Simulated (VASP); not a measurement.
Set up this calculation in VASP 6.6.1, as the native input.

```yaml
Task: single point
Functional: PBEsol
Dispersion: D3(BJ)
Potentials_or_basis: VASP PAW PBE potentials, release 64 (B, N)
Cutoff: 520 eV
k_mesh: 15 × 15 × 15
Occupations: gaussian, width 0.02 eV
Spin: no spin polarisation
Dipole_correction: no
Further_INCAR_settings: ALGO = Normal; EDIFF = 1e-07; NBANDS = 11
```

The structure of BN lies in POSCAR:

```
BN
1.0
    1.2500071073      0.7216919399      3.1870498609
   -1.2500071073      0.7216919399      3.1870498609
    0.0000000000     -1.4433838798      3.1870498608
B N
1 1
Direct
    0.9997746531      0.9997746531      0.9997746531
    0.3326583469      0.3326583469      0.3326583469
```

One way to write it, as run:

INCAR

```
ALGO = Normal ; EDIFF = 1E-7
ENCUT = 520 ; GGA = PS
ISIF = 2 ; ISMEAR = 0
IVDW = 12 ; LASPH = T
LCHARG = T ; LELF = T
LREAL = F ; LVHAR = T
LWAVE = F ; NBANDS = 11
NELM = 100 ; PREC = Accurate
SIGMA = 0.02
```

KPOINTS

```
k-points
0
Gamma
  15 15 15
```

Potentials or basis: VASP PAW PBE potentials, release 64 (B, N).

Command:

```bash
$ cat potpaw_PBE.64/B/POTCAR potpaw_PBE.64/N/POTCAR > POTCAR
$ mpirun -np 1 vasp_std > vasp.out
```

It gave:

The pressure is 0.3 GPa and the band gap on the k mesh is 4.03 eV (least direct gap 4.66 eV). The dispersion energy per atom is -0.106 eV.

Caveat: the PAW data sets were made with another functional, which shifts forces and pressure a little.

Wall time 83 s on 1 thread of Intel(R) Xeon(R) Platinum 8488C (Sapphire Rapids) (shared host), peak memory 0.21 GiB.
